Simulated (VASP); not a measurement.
# KSrCl3 (Pm-3m) in VASP: notebook

KSrCl3 is run at these levels: PBE; tasks: single point.

All numbers are computed with VASP 6.6.1; they aren't measurements. Logs are shortened: lines on timing, memory, paths and dates and some standing lists are left out, and cuts for length are marked.

**1. The cell of the first run**

It takes space group Pm-3m (No. 221, cubic). Conventional cell: a = 5.675 Å, b = 5.675 Å, c = 5.675 Å, α = 90.00°, β = 90.00°, γ = 90.00°. Within 5.3 Å of K (site symmetry m-3m) lie 12 Cl at 4.01 Å and 8 Sr at 4.91 Å. Within 3.7 Å of Sr (site symmetry m-3m) lie 6 Cl at 2.84 Å. Within 3.7 Å of Cl (site symmetry 4/mmm) lie 2 Sr at 2.84 Å.

**2. Single point, PBE**

The input, INCAR:

```
PREC = Accurate
ENCUT = 520
EDIFF = 1E-6
ISMEAR = 0
SIGMA = 0.01
LREAL = False
LASPH = True
NELM = 80
ALGO = Normal
ISIF = 2
LWAVE = False
LCHARG = True
GGA = PE
LELF = True
LVHAR = True
NBANDS = 28
```

The input, KPOINTS:

```
regular mesh
0
Gamma
  4 4 4
```

The input, POSCAR:

```
KSrCl3
1.0
    5.6746988280      0.0000000000      0.0000000000
    0.0000000000      5.6746988280      0.0000000000
    0.0000000000      0.0000000000      5.6746988280
K Sr Cl
1 1 3
Direct
    0.0000000000      0.0000000000      0.0000000000
    0.5000000000      0.5000000000      0.5000000000
    0.5000000000      0.5000000000      0.0000000000
    0.5000000000      0.0000000000      0.5000000000
    0.0000000000      0.5000000000      0.5000000000
```

Potentials or basis: VASP PAW PBE potentials, release 64 (K_sv, Sr_sv, Cl).

The run is started by

```
$ cat potpaw_PBE.64/K_sv/POTCAR potpaw_PBE.64/Sr_sv/POTCAR potpaw_PBE.64/Cl/POTCAR > POTCAR
$ mpirun -np 1 vasp_std > vasp.out
```

OUTCAR:

```text
PREC = Accurate
   ENCUT = 520
   EDIFF = 1E-6
   ISMEAR = 0
   LREAL = False
   LASPH = True
   NELM = 80
   ISIF = 2
   GGA = PE

 ion  position               nearest neighbor table
   1  0.000  0.000  0.000-
   2  0.500  0.500  0.500-   3 2.84   4 2.84   5 2.84   3 2.84   4 2.84   5 2.84
   3  0.500  0.500  0.000-   2 2.84   2 2.84
   4  0.500  0.000  0.500-   2 2.84   2 2.84
   5  0.000  0.500  0.500-   2 2.84   2 2.84

  LATTYP: Found a simple cubic cell.
 ALAT       =     5.6746988280

  Lattice vectors:

 A1 = (   5.6746988280,   0.0000000000,   0.0000000000)
 A2 = (   0.0000000000,   5.6746988280,   0.0000000000)
 A3 = (   0.0000000000,   0.0000000000,   5.6746988280)

Analysis of symmetry for initial positions (statically):
=====================================================================
 Subroutine PRICEL returns:
 Original cell was already a primitive cell.

 Routine SETGRP: Setting up the symmetry group for a
 simple cubic supercell.

 Subroutine GETGRP returns: Found 48 space group operations
 (whereof 48 operations were pure point group operations)
 out of a pool of 48 trial point group operations.

The static configuration has the point symmetry O_h .

Analysis of symmetry for dynamics (positions and initial velocities):
=====================================================================
 Subroutine PRICEL returns:
 Original cell was already a primitive cell.

 Routine SETGRP: Setting up the symmetry group for a
 simple cubic supercell.

 Subroutine GETGRP returns: Found 48 space group operations
 (whereof 48 operations were pure point group operations)
 out of a pool of 48 trial point group operations.

The dynamic configuration has the point symmetry O_h .

 Subroutine INISYM returns: Found 48 space group operations
 (whereof 48 operations are pure point group operations),
 and found     1 'primitive' translations

----------------------------------------------------------------------------------------

                                     Primitive cell

  volume of cell :     182.7378

  direct lattice vectors                    reciprocal lattice vectors
     5.674698828  0.000000000  0.000000000     0.176220806  0.000000000  0.000000000
     0.000000000  5.674698828  0.000000000     0.000000000  0.176220806  0.000000000
     0.000000000  0.000000000  5.674698828     0.000000000  0.000000000  0.176220806

  length of vectors
     5.674698828  5.674698828  5.674698828     0.176220806  0.176220806  0.176220806

  position of ions in fractional coordinates (direct lattice)
     0.000000000  0.000000000  0.000000000
     0.500000000  0.500000000  0.500000000
     0.500000000  0.500000000  0.000000000
     0.500000000  0.000000000  0.500000000
     0.000000000  0.500000000  0.500000000

  ion indices of the primitive-cell ions
   primitive index   ion index
                 1           1
                 2           2
                 3           3
                 4           4
                 5           5

----------------------------------------------------------------------------------------

 KPOINTS: regular mesh

Automatic generation of k-mesh.
 Grid dimensions read from file:
 generate k-points for:    4    4    4

 Generating k-lattice:

  Cartesian coordinates                     Fractional coordinates (reciprocal lattice)
     0.044055201  0.000000000  0.000000000     0.250000000  0.000000000  0.000000000
     0.000000000  0.044055201  0.000000000     0.000000000  0.250000000  0.000000000
     0.000000000  0.000000000  0.044055201     0.000000000  0.000000000  0.250000000

  Length of vectors
     0.044055201  0.044055201  0.044055201

  Shift w.r.t. Gamma in fractional coordinates (k-lattice)
     0.000000000  0.000000000  0.000000000

 Subroutine IBZKPT returns following result:
 ===========================================

 Found     10 irreducible k-points:

 Following reciprocal coordinates:
            Coordinates               Weight
  0.000000  0.000000  0.000000      1.000000
  0.250000  0.000000  0.000000      6.000000
  0.500000  0.000000  0.000000      3.000000
  0.250000  0.250000  0.000000     12.000000
  0.500000  0.250000  0.000000     12.000000
  0.500000  0.500000  0.000000      3.000000
  0.250000  0.250000  0.250000      8.000000
  0.500000  0.250000  0.250000     12.000000
  0.500000  0.500000  0.250000      6.000000
  0.500000  0.500000  0.500000      1.000000
   k-points           NKPTS =     10   k-points in BZ     NKDIM =     10   number of bands    NBANDS=     28
   number of dos      NEDOS =    301   number of ions     NIONS =      5
   total plane-waves  NPLWV =  74088
   dimension x,y,z NGX =    42 NGY =   42 NGZ =   42
   dimension x,y,z NGXF=    84 NGYF=   84 NGZF=   84
   ions per type =               1   1   3
   NGX,Y,Z   is equivalent  to a cutoff of  12.30, 12.30, 12.30 a.u.
   NGXF,Y,Z  is equivalent  to a cutoff of  24.61, 24.61, 24.61 a.u.
 SYSTEM =  unknown system
   PREC   = accura    normal or accurate (medium, high low for compatibility)
   ISTART =      0    job   : 0-new  1-cont  2-samecut
   ICHARG =      2    charge: 1-file 2-atom 10-const
   ISPIN  =      1    spin polarized calculation?
   LNONCOLLINEAR =      F non collinear calculations
   LSORBIT =      F    spin-orbit coupling
   LASPH  =      T    aspherical Exc in radial PAW
   ENCUT  =  520.0 eV  38.22 Ry    6.18 a.u.  10.55 10.55 10.55*2*pi/ulx,y,z
   NELM   =     80;   NELMIN=  2; NELMDL= -5     # of ELM steps
   EDIFF  = 0.1E-05   stopping-criterion for ELM
   LREAL  =      F    real-space projection
   EDIFFG = 0.1E-04   stopping-criterion for IOM
   NSW    =      0    number of steps for IOM
   IBRION =     -1    ionic relax: 0-MD 1-quasi-New 2-CG
   NFREE  =      0    steps in history (QN), initial steepest desc. (CG)
   ISIF   =      2    stress and relaxation
   ISYM   =      2    0-nonsym 1-usesym 2-fastsym
   POTIM  = 0.5000    time-step for ionic-motion
   TEBEG  =    0.0;   TEEND  =   0.0 temperature during run
   PSTRESS=    0.0 pullay stress
   NELECT =      40.0000    total number of electrons
   NUPDOWN=      -1.0000    fix difference up-down
   EMIN   =  10.00;   EMAX   =-10.00  energy-range for DOS
   EFERMI =   0.00;   METHOD = LEGACY
   ISMEAR =     0;   SIGMA  =   0.01  broadening in eV -4-tet -1-fermi 0-gaus
   EFERMI_NEDOS =   21; number of points for ismear=-14 and -15
   IALGO  =     38    algorithm
   IMIX   =      4    mixing-type and parameters
     AMIX     =   0.40;   BMIX     =  1.00
     AMIX_MAG =   1.60;   BMIX_MAG =  1.00
  volume/ion in A,a.u.               =      36.55       246.64
  Fermi-wavevector in a.u.,A,eV,Ry     =   0.986625  1.864450 13.244298  0.973428
  Thomas-Fermi vector in A             =   2.118019
   LORBIT       =      0    0 simple, 1 ext, 2 COOP (PROOUT), +10 PAW based schemes
   GGA     = PE    functional components
   LHFCALC =     F    Hartree Fock is set to
   AEXX    =    0.0000 exact exchange contribution
   IVDW    =     0    specifies the selected vdW correction
   LEPSILON=     F    determine dielectric tensor
   LRPA    =     F    only Hartree local field effects (RPA)
 non-spin polarized calculation
 Gauss-broadening in eV      SIGMA  =   0.01
  energy-cutoff  :      520.00
  volume of cell :      182.74
 maximum number of plane-waves:      4956
   NGX = 21   NGY = 21   NGZ = 21

 number of electron      40.0000011 magnetization

 Free energy of the ion-electron system (eV)
  ---------------------------------------------------
  ext. energy  EPLUGINS =         0.00000000
  ---------------------------------------------------
  free energy    TOTEN  =       -19.17845386 eV

  energy without entropy =      -19.17845386  energy(sigma->0) =      -19.17845386

 E-fermi :  -1.6982     XC(G=0):  -7.0565

 val. band max:       -1.7591428837   @ k =   0.5000   0.5000   0.5000
 cond. band min:       2.6842721821   @ k =   0.0000   0.0000   0.0000
 fundamental gap:      4.4434150659
 Fermi energy:        -1.6982232660

 k-point     1 :       0.0000    0.0000    0.0000
  band No.  band energies     occupation
      1     -33.9627      2.00000
      2     -30.4960      2.00000
      3     -16.0769      2.00000
      4     -16.0769      2.00000
      5     -16.0769      2.00000
      6     -14.2938      2.00000
[... 20 lines left out ...]
     27       6.2983      0.00000
     28       6.2984      0.00000

 k-point     2 :       0.2500    0.0000    0.0000
  band No.  band energies     occupation
      1     -33.9625      2.00000
      2     -30.4959      2.00000
      3     -16.2154      2.00000
      4     -16.0762      2.00000
      5     -16.0762      2.00000
      6     -14.2592      2.00000
[... 20 lines left out ...]
     27       6.3034      0.00000
     28       6.4209      0.00000

 k-point     3 :       0.5000    0.0000    0.0000
  band No.  band energies     occupation
      1     -33.9622      2.00000
      2     -30.4959      2.00000
      3     -16.3319      2.00000
      4     -16.0756      2.00000
      5     -16.0756      2.00000
      6     -14.2628      2.00000
[... 20 lines left out ...]
     27       6.2780      0.00000
     28       6.6830      0.00000

 k-point     4 :       0.2500    0.2500    0.0000
  band No.  band energies     occupation
      1     -33.9622      2.00000
      2     -30.4959      2.00000
      3     -16.2162      2.00000
      4     -16.2134      2.00000
      5     -16.0757      2.00000
      6     -14.1997      2.00000
[... 20 lines left out ...]
     27       6.3409      0.00000
     28       6.7828      0.00000

 k-point     5 :       0.5000    0.2500    0.0000
  band No.  band energies     occupation
      1     -33.9620      2.00000
      2     -30.4959      2.00000
      3     -16.3313      2.00000
      4     -16.2142      2.00000
      5     -16.0751      2.00000
      6     -14.1903      2.00000
[... 20 lines left out ...]
     27       6.3262      0.00000
     28       6.7179      0.00000

 k-point     6 :       0.5000    0.5000    0.0000
  band No.  band energies     occupation
      1     -33.9618      2.00000
      2     -30.4958      2.00000
      3     -16.3307      2.00000
      4     -16.3307      2.00000
      5     -16.0745      2.00000
      6     -14.1639      2.00000
[... 20 lines left out ...]
     27       6.6296      0.00000
     28       6.7232      0.00000

 k-point     7 :       0.2500    0.2500    0.2500
  band No.  band energies     occupation
      1     -33.9620      2.00000
      2     -30.4959      2.00000
      3     -16.2170      2.00000
      4     -16.2127      2.00000
      5     -16.2127      2.00000
      6     -14.0448      2.00000
[... 20 lines left out ...]
     27       6.5232      0.00000
     28       6.8999      0.00000

 k-point     8 :       0.5000    0.2500    0.2500
  band No.  band energies     occupation
      1     -33.9618      2.00000
      2     -30.4958      2.00000
      3     -16.3306      2.00000
      4     -16.2149      2.00000
      5     -16.2119      2.00000
      6     -14.0240      2.00000
[... 20 lines left out ...]
     27       6.5327      0.00000
     28       6.5544      0.00000

 k-point     9 :       0.5000    0.5000    0.2500
  band No.  band energies     occupation
      1     -33.9615      2.00000
      2     -30.4958      2.00000
      3     -16.3298      2.00000
      4     -16.3298      2.00000
      5     -16.2125      2.00000
      6     -13.9533      2.00000
[... 20 lines left out ...]
     27       6.6290      0.00000
     28       6.8728      0.00000

 k-point    10 :       0.5000    0.5000    0.5000
  band No.  band energies     occupation
      1     -33.9613      2.00000
      2     -30.4958      2.00000
      3     -16.3288      2.00000
      4     -16.3288      2.00000
      5     -16.3288      2.00000
      6     -13.9448      2.00000
[... 20 lines left out ...]
     27       6.5853      0.00000
     28       7.3755      0.00000

------------------------ aborting loop because EDIFF is reached ----------------------------------------

  FORCE on cell =-STRESS in cart. coord.  units (eV):
  Direction    XX          YY          ZZ          XY          YZ          ZX
  --------------------------------------------------------------------------------------
  -------------------------------------------------------------------------------------
  Total        0.0888958      0.0888958      0.0888958     -0.0000000      0.0000000      0.0000000
  in kB        0.7794057      0.7794057      0.7794057     -0.0000000      0.0000000      0.0000000
  external PRESSURE =       0.7794057 kB  Pullay stress =       0.0000000 kB

 VOLUME and BASIS-vectors are now :
 -----------------------------------------------------------------------------
  energy-cutoff  :      520.00
  volume of cell :      182.74
      direct lattice vectors                 reciprocal lattice vectors
     5.674698828  0.000000000  0.000000000     0.176220806  0.000000000  0.000000000
     0.000000000  5.674698828  0.000000000     0.000000000  0.176220806  0.000000000
     0.000000000  0.000000000  5.674698828     0.000000000  0.000000000  0.176220806

 POSITION                                       TOTAL-FORCE (eV/Angst)
 -----------------------------------------------------------------------------------
      0.00000      0.00000      0.00000         0.000000      0.000000      0.000000
      2.83735      2.83735      2.83735         0.000000      0.000000      0.000000
      2.83735      2.83735      0.00000         0.000000      0.000000      0.000000
      2.83735      0.00000      2.83735         0.000000      0.000000      0.000000
      0.00000      2.83735      2.83735         0.000000      0.000000      0.000000
 -----------------------------------------------------------------------------------
    total drift:                                0.000000     -0.000000     -0.000000

  FREE ENERGIE OF THE ION-ELECTRON SYSTEM (eV)
  ---------------------------------------------------
  free  energy   TOTEN  =       -19.1784538641 eV

  energy  without entropy=      -19.1784538641  energy(sigma->0) =      -19.17845386
```

It took 58 s on 1 thread of Intel Xeon Platinum 8375C at 2.90GHz (Ice Lake), shared host; peak memory 0.28 GiB.

What came out:

| Item | Value |
| --- | --- |
| Free energy | -19.1785 eV |
| Pressure | 0.1 GPa |
| Band gap on the k mesh | 4.44 eV, indirect (least direct gap 4.66 eV) |

Levels at points of the mesh, in eV from the valence-band top:
| k point | band 18 | band 19 | band 20 | band 21 | band 22 | band 23 |
| --- | --- | --- | --- | --- | --- | --- |
| (0.00, 0.00, 0.00) | -0.22 | -0.22 | -0.22 | 4.44 | 6.10 | 6.10 |
| (0.50, 0.00, 0.00) | -0.49 | -0.28 | -0.28 | 5.99 | 6.31 | 6.32 |
| (0.50, 0.50, 0.00) | -0.61 | -0.61 | -0.01 | 6.68 | 7.30 | 7.30 |
| (0.50, 0.50, 0.50) | 0.00 | 0.00 | 0.00 | 6.03 | 7.28 | 7.28 |

A k mesh can miss the band edges.

**3. Single point, PBE (volume changed by +3%)**

The input, INCAR:

```
ALGO     = Normal         # electronic algorithm
EDIFF    = 1E-6           # SCF threshold, eV
ENCUT    = 520            # plane-wave cutoff, eV
GGA      = PE             # functional
ISIF     = 2              # what is computed and relaxed
ISMEAR   = 0              # smearing method
LASPH    = T              # aspherical terms in the spheres
LCHARG   = F              # write CHGCAR
LREAL    = F              # projectors in reciprocal space
LWAVE    = F              # write WAVECAR
NBANDS   = 28             # bands
NELM     = 60             # most SCF steps
PREC     = Accurate       # precision mode
SIGMA    = 0.01           # smearing width, eV
```

The input, KPOINTS:

```
k-points
0
Gamma
  4 4 4
```

Changes to POSCAR since step 2:

```diff
@@ -2,5 +2,5 @@
 1.0
-    5.6746988280      0.0000000000      0.0000000000
-    0.0000000000      5.6746988280      0.0000000000
-    0.0000000000      0.0000000000      5.6746988280
+    5.7308876191      0.0000000000      0.0000000000
+    0.0000000000      5.7308876191      0.0000000000
+    0.0000000000      0.0000000000      5.7308876191
 K Sr Cl
```

Potentials or basis: VASP PAW PBE potentials, release 64 (K_sv, Sr_sv, Cl).

The run is started by

```
$ cat potpaw_PBE.64/K_sv/POTCAR potpaw_PBE.64/Sr_sv/POTCAR potpaw_PBE.64/Cl/POTCAR > POTCAR
$ mpirun -np 1 vasp_std > vasp.out
```

Run time: 81 s. Hardware: 1 thread of Intel Xeon Platinum 8375C at 2.90GHz (Ice Lake), shared host; peak memory 0.33 GiB.

Results (log left out):

```
Free energy            : -19.1723 eV
Pressure               : -0.5 GPa
Band gap on the k mesh : 4.39 eV, indirect (least direct gap 4.61 eV)
```

Levels at points of the mesh, in eV from the valence-band top:
| k point | band 16 | band 17 | band 18 | band 19 | band 20 | band 21 | band 22 | band 23 | band 24 | band 25 |
| --- | --- | --- | --- | --- | --- | --- | --- | --- | --- | --- |
| (0.00, 0.00, 0.00) | -0.37 | -0.37 | -0.22 | -0.22 | -0.22 | 4.39 | 6.09 | 6.09 | 6.09 | 6.97 |
| (0.50, 0.00, 0.00) | -0.61 | -0.61 | -0.46 | -0.28 | -0.28 | 5.90 | 6.22 | 6.30 | 7.13 | 7.13 |
| (0.50, 0.50, 0.00) | -0.62 | -0.62 | -0.58 | -0.58 | -0.01 | 6.57 | 7.22 | 7.22 | 7.39 | 7.41 |
| (0.50, 0.50, 0.50) | -1.20 | -1.20 | 0.00 | 0.00 | 0.00 | 5.98 | 7.22 | 7.22 | 7.22 | 8.19 |

(Part 1 of 2 ends here.)
